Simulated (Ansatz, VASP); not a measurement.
# Two plane-wave programs on MgSi

The input POSCAR:

```
MgSi
1.0
    2.8211421800      0.0000000000      0.0000000000
    0.0000000000      2.8211421800      0.0000000000
    0.0000000000      0.0000000000      4.1034270000
Mg Si
1 1
Direct
    0.0000000000      0.0000000000      0.0000000000
    0.5000000000      0.5000000000      0.5000000000
```

Contents of INCAR.step1:

```
SYSTEM = MgSi
PREC = Accurate
ENCUT = 520
ISMEAR = 0
SIGMA = 0.15
LREAL = .False.
LASPH = .True.
NELM = 80
NBANDS = 10
GGA = PE
ALGO = Normal
EDIFF = 1E-4
LWAVE = .True.
LCHARG = .False.
```

Contents of INCAR.step2:

```
SYSTEM = MgSi
PREC = Accurate
ENCUT = 520
EDIFF = 1E-6
ISMEAR = 0
SIGMA = 0.15
LREAL = .False.
LASPH = .True.
NELM = 80
ALGO = Normal
ISIF = 2
LWAVE = .False.
LCHARG = .True.
METAGGA = R2SCAN
LMIXTAU = .True.
LELF = .True.
LVHAR = .True.
NBANDS = 10
ISTART = 1
```

The input KPOINTS:

```
Automatic mesh
0
Gamma
  16 16 12
  0 0 0
```

Input for Ansatz:

```yaml
crystal:
  lattice:
    - [2.82114218, 0.0, 0.0]
    - [0.0, 2.82114218, 0.0]
    - [0.0, 0.0, 4.103427]
  atoms:
    - { symbol: Mg, position: [0.0, 0.0, 0.0] }
    - { symbol: Si, position: [0.5, 0.5, 0.5] }
basis:
  ecutwfc: 500
kpoints:
  mp_grid: { grid: [16, 16, 12] }
hamiltonian:
  xc: r2scan
scf:
  occupations: { method: gaussian, width: 0.15 }
output:
  forces: true
  stress: true
  eigenvalues: true
```

Change from the starting cell: strain -0.030 along x and y, +0.000 along z, atoms carried along.

Alike in both runs: task single point; functional r2SCAN; k mesh 16 × 16 × 12; occupations gaussian, width 0.15 eV; no spin polarisation.

|  | VASP | Ansatz |
| --- | --- | --- |
| version | VASP 6.6.1 | Ansatz 0.2.0 |
| potentials or method | VASP PAW PBE potentials, release 64 (Mg, Si), cutoff 520 eV | scalar-relativistic, plane waves, PAW |
| valence electrons in the cell | 6 | 14 |

```csv
,VASP,Ansatz,Ansatz less VASP
gap on the k mesh at the Fermi level (eV),none,none,-
pressure (GPa),2.3,2.6,+0.31
"traceless stress, the component that is largest in VASP (GPa)",-2.06,-2.01,+0.051
```

VASP's potentials were made for PBE, not for r2SCAN. A gap of «none» marks a metal or a gap that the smearing closes. VASP's potentials hold 6 valence electrons a cell and Ansatz's 14, so a difference there can come from the potentials and not from the codes.
